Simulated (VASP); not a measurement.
# CdS (Hawleyite) in VASP: further runs, part 3 of 3

VASP 6.6.1.

## (5) Single point, r2SCAN

This run uses another cell than the first one, of 25.39 Å³/atom, 0.993 times its volume.

Input file POSCAR:

```
CdS
1.0
    2.9392742341      2.9392742341      0.0000000000
   -2.9392742341      2.9392742341      0.0000000000
    0.0000000000      2.9392742341      2.9392742341
Cd S
1 1
Direct
    0.0000000000      0.0000000000      0.0000000000
    0.7500000000      0.2500000000      0.5000000000
```

Input file INCAR.step1:

```
SYSTEM = CdS
ALGO = Normal ; EDIFF = 1E-4
ENCUT = 520 ; GGA = PE
ISMEAR = -1 ; LASPH = .TRUE.
LCHARG = .FALSE. ; LREAL = .FALSE.
LWAVE = .TRUE. ; NBANDS = 16
NELM = 80 ; PREC = Accurate
SIGMA = 0.08
```

Input file INCAR.step2:

```
SYSTEM = CdS
ALGO = Normal ; EDIFF = 1E-7
ENCUT = 520 ; ISIF = 2
ISMEAR = -1 ; ISTART = 1
LASPH = .TRUE. ; LCHARG = .FALSE.
LMIXTAU = .TRUE. ; LREAL = .FALSE.
LWAVE = .FALSE. ; METAGGA = R2SCAN
NBANDS = 16 ; NELM = 80
PREC = Accurate ; SIGMA = 0.08
```

Input file KPOINTS:

```
k-points
0
G
  12 12 12
  0 0 0
```

Potentials or basis: VASP PAW PBE potentials, release 64 (Cd, S).

The run is started by

```sh
$ cat potpaw_PBE.64/Cd/POTCAR potpaw_PBE.64/S/POTCAR > POTCAR
$ cp INCAR.step1 INCAR
$ mpirun -np 1 vasp_std > vasp.out
$ cp INCAR.step2 INCAR
$ mpirun -np 1 vasp_std > vasp.out
```

OUTCAR:

```text
SYSTEM = CdS
   EDIFF = 1E-7
   ENCUT = 520
   ISIF = 2
   ISMEAR = -1
   ISTART = 1
   LASPH = .TRUE.
   LREAL = .FALSE.
   METAGGA = R2SCAN
   NELM = 80
   PREC = Accurate

 ion  position               nearest neighbor table
   1  0.000  0.000  0.000-   2 2.55   2 2.55   2 2.55   2 2.55
   2  0.750  0.250  0.500-   1 2.55   1 2.55   1 2.55   1 2.55

  LATTYP: Found a face centered cubic cell.
 ALAT       =     5.8785484682

  Lattice vectors:

 A1 = (   0.0000000000,   2.9392742341,   2.9392742341)
 A2 = (   2.9392742341,   0.0000000000,   2.9392742341)
 A3 = (   2.9392742341,   2.9392742341,   0.0000000000)

Analysis of symmetry for initial positions (statically):
=====================================================================
 Subroutine PRICEL returns:
 Original cell was already a primitive cell.

 Routine SETGRP: Setting up the symmetry group for a
 face centered cubic supercell.

 Subroutine GETGRP returns: Found 24 space group operations
 (whereof 24 operations were pure point group operations)
 out of a pool of 48 trial point group operations.

The static configuration has the point symmetry T_d .

Analysis of symmetry for dynamics (positions and initial velocities):
=====================================================================
 Subroutine PRICEL returns:
 Original cell was already a primitive cell.

 Routine SETGRP: Setting up the symmetry group for a
 face centered cubic supercell.

 Subroutine GETGRP returns: Found 24 space group operations
 (whereof 24 operations were pure point group operations)
 out of a pool of 48 trial point group operations.

The dynamic configuration has the point symmetry T_d .

 Subroutine INISYM returns: Found 24 space group operations
 (whereof 24 operations are pure point group operations),
 and found     1 'primitive' translations

----------------------------------------------------------------------------------------

                                     Primitive cell

  volume of cell :      50.7867

  direct lattice vectors                    reciprocal lattice vectors
     2.939274234  2.939274234  0.000000000     0.170110020  0.170110020 -0.170110020
    -2.939274234  2.939274234  0.000000000    -0.170110020  0.170110020 -0.170110020
     0.000000000  2.939274234  2.939274234     0.000000000  0.000000000  0.340220041

  length of vectors
     4.156761485  4.156761485  4.156761485     0.294639198  0.294639198  0.340220041

  position of ions in fractional coordinates (direct lattice)
     0.000000000  0.000000000  0.000000000
     0.750000000  0.250000000  0.500000000

  ion indices of the primitive-cell ions
   primitive index   ion index
                 1           1
                 2           2

----------------------------------------------------------------------------------------

 KPOINTS: k-points

Automatic generation of k-mesh.
 Grid dimensions read from file:
 generate k-points for:   12   12   12

 Generating k-lattice:

  Cartesian coordinates                     Fractional coordinates (reciprocal lattice)
     0.014175835  0.014175835 -0.014175835     0.083333333  0.000000000  0.000000000
    -0.014175835  0.014175835 -0.014175835     0.000000000  0.083333333  0.000000000
     0.000000000  0.000000000  0.028351670     0.000000000  0.000000000  0.083333333

  Length of vectors
     0.024553267  0.024553267  0.028351670

  Shift w.r.t. Gamma in fractional coordinates (k-lattice)
     0.000000000  0.000000000  0.000000000

 Subroutine IBZKPT returns following result:
 ===========================================

 Found     72 irreducible k-points:

 Following reciprocal coordinates:
            Coordinates               Weight
  0.000000  0.000000  0.000000      1.000000
  0.083333  0.000000  0.000000      8.000000
  0.166667  0.000000  0.000000      8.000000
  0.250000  0.000000  0.000000      8.000000
  0.333333  0.000000  0.000000      8.000000
  0.416667  0.000000  0.000000      8.000000
[... 16 lines left out ...]
  0.500000  0.166667  0.000000     24.000000
 -0.416667  0.166667  0.000000     24.000000
 [... further k-points ...]
   k-points           NKPTS =     72   k-points in BZ     NKDIM =     72   number of bands    NBANDS=     16
   number of dos      NEDOS =    301   number of ions     NIONS =      2
   total plane-waves  NPLWV =  32768
   dimension x,y,z NGX =    32 NGY =   32 NGZ =   32
   dimension x,y,z NGXF=    64 NGYF=   64 NGZF=   64
   ions per type =               1   1
   NGX,Y,Z   is equivalent  to a cutoff of  12.80, 12.80, 12.80 a.u.
   NGXF,Y,Z  is equivalent  to a cutoff of  25.60, 25.60, 25.60 a.u.
 SYSTEM =  CdS
   PREC   = accura    normal or accurate (medium, high low for compatibility)
   ISTART =      1    job   : 0-new  1-cont  2-samecut
   ICHARG =      0    charge: 1-file 2-atom 10-const
   ISPIN  =      1    spin polarized calculation?
   LNONCOLLINEAR =      F non collinear calculations
   LSORBIT =      F    spin-orbit coupling
   LASPH  =      T    aspherical Exc in radial PAW
   ENCUT  =  520.0 eV  38.22 Ry    6.18 a.u.   7.73  7.73  7.73*2*pi/ulx,y,z
   NELM   =     80;   NELMIN=  2; NELMDL=  0     # of ELM steps
   EDIFF  = 0.1E-06   stopping-criterion for ELM
   LREAL  =      F    real-space projection
   EDIFFG = 0.1E-05   stopping-criterion for IOM
   NSW    =      0    number of steps for IOM
   IBRION =     -1    ionic relax: 0-MD 1-quasi-New 2-CG
   NFREE  =      0    steps in history (QN), initial steepest desc. (CG)
   ISIF   =      2    stress and relaxation
   ISYM   =      2    0-nonsym 1-usesym 2-fastsym
   POTIM  = 0.5000    time-step for ionic-motion
   TEBEG  =    0.0;   TEEND  =   0.0 temperature during run
   PSTRESS=    0.0 pullay stress
   NELECT =      18.0000    total number of electrons
   NUPDOWN=      -1.0000    fix difference up-down
   EMIN   =  10.00;   EMAX   =-10.00  energy-range for DOS
   EFERMI =   0.00;   METHOD = LEGACY
   ISMEAR =    -1;   SIGMA  =   0.08  broadening in eV -4-tet -1-fermi 0-gaus
   EFERMI_NEDOS =   21; number of points for ismear=-14 and -15
   IALGO  =     38    algorithm
   IMIX   =      4    mixing-type and parameters
     AMIX     =   0.40;   BMIX     =  1.00
     AMIX_MAG =   1.60;   BMIX_MAG =  1.00
  volume/ion in A,a.u.               =      25.39       171.36
  Fermi-wavevector in a.u.,A,eV,Ry     =   1.158552  2.189346 18.262324  1.342243
  Thomas-Fermi vector in A             =   2.295153
   LORBIT       =      0    0 simple, 1 ext, 2 COOP (PROOUT), +10 PAW based schemes
   METAGGA = R2SCAN    functional components
   LHFCALC =     F    Hartree Fock is set to
   AEXX    =    0.0000 exact exchange contribution
   IVDW    =     0    specifies the selected vdW correction
   LEPSILON=     F    determine dielectric tensor
   LRPA    =     F    only Hartree local field effects (RPA)
 non-spin polarized calculation
  energy-cutoff  :      520.00
  volume of cell :       50.79
 maximum number of plane-waves:      1391
   NGX = 15   NGY = 15   NGZ = 15

 number of electron      18.0000005 magnetization

 Free energy of the ion-electron system (eV)
  ---------------------------------------------------
  ext. energy  EPLUGINS =         0.00000000
  ---------------------------------------------------
  free energy    TOTEN  =       -29.68614929 eV

  energy without entropy =      -29.68614859  energy(sigma->0) =      -29.68614894

 E-fermi :   1.7464     XC(G=0):  -9.6188

 val. band max:        0.8517655261   @ k =   0.0000   0.0000   0.0000
 cond. band min:       2.3899496939   @ k =   0.0000   0.0000   0.0000
 fundamental gap:      1.5381841678
 Fermi energy:         1.7464188828

 k-point     1 :       0.0000    0.0000    0.0000
  band No.  band energies     occupation
      1     -11.8791      2.00000
      2      -7.0338      2.00000
      3      -7.0338      2.00000
      4      -7.0338      2.00000
      5      -6.5533      2.00000
      6      -6.5533      2.00000
[... 8 lines left out ...]
     15      12.8274      0.00000
     16      12.8274      0.00000
[... 419 lines left out ...]
 k-point    24 :      -0.4167    0.1667    0.0000
  band No.  band energies     occupation
      1     -11.4925      2.00000
      2      -6.8980      2.00000
      3      -6.8631      2.00000
      4      -6.6263      2.00000
      5      -6.5076      2.00000
      6      -6.3646      2.00000
[... 8 lines left out ...]
     15      13.8392      0.00000
     16      14.0919      0.00000

 [... further k-points ...]

------------------------ aborting loop because EDIFF is reached ----------------------------------------

  FORCE on cell =-STRESS in cart. coord.  units (eV):
  Direction    XX          YY          ZZ          XY          YZ          ZX
  --------------------------------------------------------------------------------------
  -------------------------------------------------------------------------------------
  Total        0.0895287      0.0895287      0.0895287      0.0000000      0.0000000     -0.0000000
  in kB        2.8243766      2.8243766      2.8243766      0.0000000      0.0000000     -0.0000000
  external PRESSURE =       2.8243766 kB  Pullay stress =       0.0000000 kB

 VOLUME and BASIS-vectors are now :
 -----------------------------------------------------------------------------
  energy-cutoff  :      520.00
  volume of cell :       50.79
      direct lattice vectors                 reciprocal lattice vectors
     2.939274234  2.939274234  0.000000000     0.170110020  0.170110020 -0.170110020
    -2.939274234  2.939274234  0.000000000    -0.170110020  0.170110020 -0.170110020
     0.000000000  2.939274234  2.939274234     0.000000000  0.000000000  0.340220041

 POSITION                                       TOTAL-FORCE (eV/Angst)
 -----------------------------------------------------------------------------------
      0.00000      0.00000      0.00000         0.000000      0.000000     -0.000000
      1.46964      4.40891      1.46964        -0.000000     -0.000000      0.000000
 -----------------------------------------------------------------------------------
    total drift:                                0.000006     -0.000000      0.000000

  FREE ENERGIE OF THE ION-ELECTRON SYSTEM (eV)
  ---------------------------------------------------
  free  energy   TOTEN  =       -29.6861492944 eV

  energy  without entropy=      -29.6861485917  energy(sigma->0) =      -29.68614894
```

Wall time 88 s (1 thread of Intel Xeon 6975P-C (Granite Rapids), shared host); peak memory 0.22 GiB.

Results:

- Free energy: -29.6861 eV
- Pressure: 0.3 GPa
- Band gap on the k mesh: 1.54 eV, direct

Levels at points of the mesh, in eV from the valence-band top:
```
           k point  band 7  band 8  band 9  band 10  band 11  band 12
(0.00, 0.00, 0.00)    0.00    0.00    0.00     1.54     7.08     7.08
(0.50, 0.00, 0.00)   -4.32   -0.73   -0.73     3.44     7.48     7.48
(0.50, 0.50, 0.00)   -3.87   -1.84   -1.84     3.88     4.73     9.69
```

Caveat: the PAW data sets were made with another functional, which shifts forces and pressure a little.

## (6) Relaxation of cell and atoms, r2SCAN

This run uses another cell than the first one, of 24.81 Å³/atom, 0.970 times its volume.

Input file POSCAR:

```
CdS
1.0
    2.9165000000      2.9165000000      0.0000000000
   -2.9165000000      2.9165000000      0.0000000000
    0.0000000000      2.9165000000      2.9165000000
Cd S
1 1
Direct
    0.0000000000      0.0000000000      0.0000000000
    0.7500000000      0.2500000000      0.5000000000
```

Input file INCAR.step1:

```
SYSTEM = CdS
PREC = Accurate ; ENCUT = 600
ISMEAR = -1 ; SIGMA = 0.08
LREAL = .FALSE. ; LASPH = .TRUE.
NELM = 60 ; GGA = PE
ALGO = Normal ; EDIFF = 1E-4
LWAVE = .TRUE. ; LCHARG = .FALSE.
```

Input file INCAR.step2:

```
SYSTEM = CdS
PREC = Accurate ; ENCUT = 600
EDIFF = 1E-6 ; ISMEAR = -1
SIGMA = 0.08 ; LREAL = .FALSE.
LASPH = .TRUE. ; NELM = 60
ALGO = Normal ; ISIF = 3
LWAVE = .FALSE. ; LCHARG = .FALSE.
METAGGA = R2SCAN ; LMIXTAU = .TRUE.
IBRION = 2 ; NSW = 100
EDIFFG = -0.002 ; ISTART = 1
```

Input file KPOINTS:

```
regular mesh
0
G
  12 12 12
  0 0 0
```

Potentials or basis: VASP PAW PBE potentials, release 64 (Cd, S).

The run is started by

```sh
$ cat potpaw_PBE.64/Cd/POTCAR potpaw_PBE.64/S/POTCAR > POTCAR
$ cp INCAR.step1 INCAR
$ mpirun -np 1 vasp_std > vasp.out
$ cp INCAR.step2 INCAR
$ mpirun -np 1 vasp_std > vasp.out
```

It took 4.3 min on 1 thread of Intel Xeon 6975P-C (Granite Rapids), shared host; peak memory 0.27 GiB.

It converged, with:

```yaml
Free_energy: -29.6860 eV
Relaxed_volume: 25.49 Å³/atom
Relaxed_cell: a = 4.162 Å, b = 4.162 Å, c = 4.162 Å, α = 60.00°, β = 60.00°, γ = 90.00°
Space_group_after_relaxing_to_0.05_Å: F-43m (No. 216)
Energy_gained_by_relaxing: 3.7 meV/atom
Ionic_steps: 3
Pressure_after_relaxing: 0.0 GPa
Band_gap_on_the_k_mesh: 1.53 eV, direct
```

Step by step:
```
step  energy change (eV)  largest force (eV/Å)  pressure (GPa)  volume (Å³)
   1              0.0000                0.0000            1.76        49.62
   2             -0.0060                0.0000           -0.70        51.60
   3             -0.0073                0.0000            0.00        50.99
```

Final structure:
```cif
data_structure
_symmetry_space_group_name_H-M 'P 1'
_symmetry_Int_Tables_number 1
_cell_length_a 4.1622
_cell_length_b 4.1622
_cell_length_c 4.1622
_cell_angle_alpha 60.000
_cell_angle_beta 60.000
_cell_angle_gamma 90.000
_cell_volume 50.99
loop_
_atom_site_label
_atom_site_type_symbol
_atom_site_fract_x
_atom_site_fract_y
_atom_site_fract_z
_atom_site_occupancy
Cd1 Cd 0.00000 0.00000 0.00000 1
S1 S 0.75000 0.25000 0.50000 1
```

Levels at points of the mesh, in eV from the valence-band top:
```csv
k point,band 5,band 6,band 7,band 8,band 9,band 10,band 11,band 12,band 13
"(0.00, 0.00, 0.00)",-7.40,-7.40,0.00,0.00,0.00,1.53,7.08,7.08,7.08
"(0.50, 0.00, 0.00)",-7.36,-7.04,-4.30,-0.73,-0.73,3.43,7.48,7.48,7.81
"(0.50, 0.50, 0.00)",-7.32,-6.97,-3.86,-1.83,-1.83,3.88,4.72,9.67,11.38
```

Caveat: the PAW data sets were made with another functional, which shifts forces and pressure a little. Zero-point motion and thermal expansion aren't in these numbers.

## (7) The runs side by side

```csv
task,cell,k mesh,cutoff (eV),smearing,gap on the mesh (eV),pressure (GPa)
single point,"a = 4.178, b = 4.178, c = 4.161 Å, angles 59.9, 59.9, 90.0°, 2 atoms",8 × 8 × 8,520,gaussian 0.01 eV,1.51,-0.1
single point,"a = 4.198, b = 4.198, c = 4.146 Å, angles 59.6, 59.6, 90.0°, 2 atoms",8 × 8 × 8,520,gaussian 0.01 eV,1.48,0.0
single point,"a = 4.198, b = 4.198, c = 4.165 Å, angles 59.7, 59.7, 90.0°, 2 atoms",8 × 8 × 8,520,gaussian 0.01 eV,1.47,-0.6
single point,"a = 4.157 Å, angles 60.0, 60.0, 90.0°, 2 atoms",12 × 12 × 12,520,fermi-dirac 0.08 eV,1.54,0.3
relaxation of cell and atoms,"relaxed from a = 4.125 Å, angles 60.0, 60.0, 90.0°, 2 atoms",12 × 12 × 12,600,fermi-dirac 0.08 eV,1.53,0.0
```

Alike in all rows: level r2SCAN; potentials or basis VASP PAW PBE potentials, release 64 (Cd, S); no spin polarisation.

Caveats: the PAW data sets were made with another functional, which shifts forces and pressure a little.

Absolute energies hang on the potentials; compare differences alone.
